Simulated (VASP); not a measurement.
## CsPbCl3: single point with PBE

CsPbCl3:

```
Cs Pb Cl
1.0
     5.74026    0.00000    0.00000
     0.00000    5.74026    0.00000
     0.00000    0.00000    5.74026
Cs Pb Cl
1 1 3
Direct
  0.00000 0.00000 0.00000
  0.50000 0.50000 0.50000
  0.50000 0.50000 0.00000
  0.00000 0.50000 0.50000
  0.50000 0.00000 0.50000
```

```yaml
Program: VASP 6.6.1
Task: single point
Functional: PBE
Potentials_or_basis: VASP PAW PBE potentials, release 64 (Cs_sv, Pb_d, Cl)
Cutoff: 520 eV
k_mesh: 4 × 4 × 4
Occupations: gaussian, width 0.01 eV
Spin: no spin polarisation
```

| Item | Value |
| --- | --- |
| Pressure | 0.0 GPa |
| Band gap on the k mesh | 2.22 eV, direct |

Levels at points of the mesh, in eV from the valence-band top:
```csv
k point,band 18,band 19,band 20,band 21,band 22,band 23,band 24,band 25,band 26,band 27
"(0.00, 0.00, 0.00)",-2.10,-2.10,-2.02,-2.02,-2.02,3.68,4.77,4.77,5.65,5.65
"(0.50, 0.00, 0.00)",-2.19,-2.19,-2.10,-2.10,-1.42,3.15,5.00,5.40,5.40,5.58
"(0.50, 0.50, 0.00)",-2.29,-2.26,-2.26,-1.73,-0.69,2.73,2.73,5.04,5.73,5.96
"(0.50, 0.50, 0.50)",-2.28,-1.73,-1.73,-1.73,0.00,2.22,2.22,2.22,5.45,5.91
```

It took 49 s on 1 thread of Intel Xeon 6975P-C, with other jobs on the host, peak memory 0.34 GiB.

Caveat: spin-orbit coupling is left out, which moves the levels of the heavy elements. A k mesh can miss the band edges.
